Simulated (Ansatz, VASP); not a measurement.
**Two plane-wave programs on Au**

```
CELL_PARAMETERS angstrom
0.00000 2.02124 2.02124
2.02124 0.00000 2.02124
2.02124 2.02124 0.00000
ATOMIC_POSITIONS crystal
Au 0.00000 0.00000 0.00000
```

Alike in both runs: task single point; functional PBEsol; k mesh 18 × 18 × 18; occupations gaussian, width 0.1 eV; no spin polarisation.

|  | VASP | Ansatz |
| --- | --- | --- |
| version | VASP 6.6.1 | Ansatz 0.2.0 |
| potentials or method | VASP PAW PBE potentials, release 64 (Au), cutoff 520 eV | scalar-relativistic, plane waves, PAW |
| valence electrons in the cell | 11 | 19 |

|  | VASP | Ansatz | Ansatz less VASP |
| --- | --- | --- | --- |
| gap on the k mesh at the Fermi level (eV) | none | none | - |
| pressure (GPa) | 5.5 | 5.8 | +0.33 |

VASP's potentials were made for PBE, not for PBEsol. A gap of «none» marks a metal or a gap that the smearing closes. The functional is the same, so the differences come from potentials, cutoffs and numerics. VASP's potentials hold 11 valence electrons a cell and Ansatz's 19, so a difference there can come from the potentials and not from the codes.

Neither program's run includes spin-orbit coupling.
